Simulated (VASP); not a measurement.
A run of VASP 6.6.1:

The input INCAR:

```
SYSTEM = MnO2
PREC = Accurate
ENCUT = 520
EDIFF = 1E-6
ISMEAR = 0
SIGMA = 0.1
LREAL = .FALSE.
LASPH = .TRUE.
NELM = 150
ALGO = Normal
ISIF = 2
LWAVE = .FALSE.
LCHARG = .TRUE.
ISPIN = 2
MAGMOM = 3.06 3.06 0 0 0 0
LORBIT = 11
LMAXMIX = 4
LDAU = .TRUE.
LDAUTYPE = 2
LDAUL = 2 -1
LDAUU = 3.9 0
LDAUJ = 0 0
LDAUPRINT = 1
GGA = PE
LELF = .TRUE.
LVHAR = .TRUE.
NBANDS = 38
```

KPOINTS

```
regular mesh
0
G
  8 8 12
  0 0 0
```

The input POSCAR:

```
MnO2
1.0
    4.4557270674      0.0000000000      0.0000000000
    0.0000000000      4.4557270674      0.0000000000
    0.0000000000      0.0000000000      2.9433605510
Mn O
2 4
Direct
    0.0000000000      0.0000000000      0.0000000000
    0.5000000000      0.5000000000      0.5000000000
    0.3060903857      0.3060903857      0.0000000000
    0.1939096143      0.8060903857      0.5000000000
    0.6939096143      0.6939096143      0.0000000000
    0.8060903857      0.1939096143      0.5000000000
```

Potentials or basis: VASP PAW PBE potentials, release 64 (Mn_pv, O).

Command:

```sh
$ cat potpaw_PBE.64/Mn_pv/POTCAR potpaw_PBE.64/O/POTCAR > POTCAR
$ mpirun -np 1 vasp_std > vasp.out
```

Hardware: 1 thread of Intel(R) Xeon(R) Platinum 8488C (Sapphire Rapids), with other jobs on the host.

**Question.** How long does it take, and how much memory?

**Answer.** Wall time 5.9 min on 1 thread of Intel(R) Xeon(R) Platinum 8488C (Sapphire Rapids) (shared host), peak memory 0.42 GiB. Counts: scf iterations 18, k points 105.
